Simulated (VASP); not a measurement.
**Si16HC16 (a cell with a defect) (H interstitial hop between voids): single point with PBE**

The system is Si16HC16 (a cell with a defect) (H interstitial hop between voids).

```
Si C H
1.0
    -4.37971    4.37971   -4.37971
     4.37971    4.37971    4.37971
     4.37971   -4.37971   -4.37971
Si C H
16 16 1
Direct
  0.99304 0.99477 0.74564
  0.99930 0.25163 0.49374
  0.97304 0.50645 0.24756
  0.99802 0.75032 0.99415
  0.25143 0.00379 0.50099
  0.25466 0.22783 0.24757
  0.24457 0.49703 0.99038
  0.24439 0.74766 0.74965
  0.49475 0.99118 0.24754
  0.49778 0.25046 0.99433
  0.49497 0.49669 0.74944
  0.50167 0.75408 0.50463
  0.75306 0.00541 0.00129
  0.74230 0.24554 0.74548
  0.75103 0.50373 0.50080
  0.73877 0.74687 0.24757
  0.99969 0.00024 0.99700
  0.99308 0.24563 0.74305
  0.99838 0.50281 0.49838
  0.99399 0.75528 0.24758
  0.24563 0.99811 0.74761
  0.25022 0.25082 0.49809
  0.24692 0.49721 0.24735
  0.24551 0.74701 0.99765
  0.49539 0.99684 0.49743
  0.50327 0.24589 0.24757
  0.49453 0.49801 0.99753
  0.49756 0.75011 0.75202
  0.74679 0.99886 0.24752
  0.74755 0.25198 0.99671
  0.74562 0.49806 0.74754
  0.74450 0.74801 0.49755
  0.11233 0.36692 0.24642
```

* Program: VASP 6.6.1
* Task: single point
* Functional: PBE
* Potentials or basis: VASP PAW PBE potentials, release 64 (Si, C, H)
* Cutoff: 520 eV
* k mesh: 1 × 1 × 1
* Occupations: fermi-dirac, width 0.01 eV
* Spin: no spin polarisation

```json
{"Largest force": "0.074 eV/Å"}
```

Forces in eV/Å, atoms in the order of the input:
```
Si   0.015 -0.006  0.007
Si   0.017  0.011 -0.008
Si   0.021 -0.019  0.020
Si   0.023  0.009 -0.010
Si  -0.019  0.002  0.023
Si  -0.027 -0.039 -0.025
Si  -0.012 -0.001  0.004
Si  -0.021 -0.015  0.003
Si   0.019 -0.011  0.019
Si   0.005  0.012 -0.012
Si   0.008 -0.005  0.015
Si   0.006 -0.005 -0.002
Si  -0.012  0.008  0.015
Si  -0.006 -0.016 -0.010
Si  -0.021  0.003  0.003
Si  -0.021  0.000 -0.012
C    0.002 -0.004  0.000
C    0.001  0.001 -0.006
C    0.008 -0.005 -0.022
C    0.018  0.007  0.011
C    0.000 -0.003 -0.003
C    0.008  0.001 -0.006
C    0.015  0.073  0.002
C    0.000  0.014 -0.009
C   -0.004  0.012 -0.001
C    0.010  0.002  0.004
C    0.007  0.013 -0.005
C   -0.013  0.003  0.006
C   -0.001 -0.004 -0.008
C   -0.014 -0.008  0.008
C   -0.003 -0.005  0.003
C   -0.002  0.011  0.002
H   -0.006 -0.038 -0.007
```

Levels at points of the mesh, in eV from the Fermi level:
```tsv
k point	band 62	band 63	band 64	band 65	band 66	band 67	band 68	band 69
(0.00, 0.00, 0.00)	-1.19	-1.00	-0.96	-0.09	0.09	0.53	3.08	3.11
```

It took 32 s on 1 thread of AMD EPYC 9R45 96-Core Processor (Zen 5), on a shared host, peak memory 0.35 GiB.

Caveat: the k points lie up to 1.01 Å⁻¹ apart; the cell carries a net charge on a neutralising background, which shifts energy and pressure; the cell is charged against a uniform background, so pressure and absolute levels hang on convention.
